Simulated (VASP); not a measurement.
CdTe:

```
Te Cd
1.0
     0.00000    3.20500    3.20500
     3.20500    0.00000    3.20500
     3.20500    3.20500    0.00000
Te Cd
1 1
Direct
  0.75000 0.75000 0.75000
  0.00000 0.00000 0.00000
```

- Program: VASP 6.6.1
- Task: relaxation of cell and atoms
- Functional: revPBE
- Dispersion: D4
- Potentials or basis: VASP PAW PBE potentials, release 64 (Te, Cd)
- Cutoff: 600 eV
- k mesh: 7 × 7 × 7
- Occupations: fermi-dirac, width 0.05 eV
- Spin: no spin polarisation

At the start: pressure 2.2 GPa; volume 32.92 Å³/atom.

Q: How do energy, volume and symmetry change on relaxing?

A: Over 3 steps the energy falls by 11.1 meV/atom and the volume is 34.60 Å³/atom (+5.1 %); space group F-43m (No. 216, to 0.05 Å).

The path:
| step | energy change (eV) | largest force (eV/Å) | pressure (GPa) | volume (Å³) |
| --- | --- | --- | --- | --- |
| 1 | 0.0000 | 0.0000 | 2.22 | 65.84 |
| 2 | -0.0202 | 0.0000 | -0.56 | 70.28 |
| 3 | -0.0221 | 0.0000 | 0.00 | 69.21 |

Final structure:
```cif
data_structure
_symmetry_space_group_name_H-M 'P 1'
_symmetry_Int_Tables_number 1
_cell_length_a 4.6085
_cell_length_b 4.6085
_cell_length_c 4.6085
_cell_angle_alpha 60.000
_cell_angle_beta 60.000
_cell_angle_gamma 60.000
_cell_volume 69.21
loop_
_atom_site_label
_atom_site_type_symbol
_atom_site_fract_x
_atom_site_fract_y
_atom_site_fract_z
_atom_site_occupancy
Te1 Te 0.75000 0.75000 0.75000 1
Cd1 Cd 0.00000 0.00000 0.00000 1
```

Caveat: the PAW data sets were made with another functional, which shifts forces and pressure a little.
